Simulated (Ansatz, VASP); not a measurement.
AlInC4N4 in VASP and in Ansatz

```
Al In C N
1.0
     5.98615    0.00000    0.00000
     0.00000    5.98615    0.00000
     0.00000    0.00000    5.98615
Al In C N
1 1 4 4
Direct
  0.50000 0.50000 0.50000
  0.00000 0.00000 0.00000
  0.20842 0.20842 0.20842
  0.20842 0.79158 0.79158
  0.79158 0.20842 0.79158
  0.79158 0.79158 0.20842
  0.32274 0.32274 0.32274
  0.32274 0.67726 0.67726
  0.67726 0.32274 0.67726
  0.67726 0.67726 0.32274
```

Alike in both runs: functional PBE; k mesh 4 × 4 × 4; occupations gaussian, width 0.1 eV; no spin polarisation.

Ansatz relaxed the structure, and its values are those at the end. VASP's run is a single point on that final structure, the one shown.

|  | VASP | Ansatz |
| --- | --- | --- |
| version | VASP 6.6.1 | Ansatz 0.2.0 |
| potentials or method | VASP PAW PBE potentials, release 64 (Al, In_d, C_h, N_h), cutoff 910 eV | scalar-relativistic, plane waves, PAW |
| valence electrons in the cell | 52 | 52 |

|  | VASP | Ansatz | Ansatz less VASP |
| --- | --- | --- | --- |
| gap on the k mesh at the Fermi level (eV) | none | none | - |
| rms of the force components (eV/Å) | 0.012 | 0.006 | -0.0061 |

A gap of «none» marks a metal or a gap that the smearing closes. The functional is the same, so the differences come from potentials, cutoffs and numerics.

Noted on VASP's run: the cutoff is short for stress, so the pressure is rough.
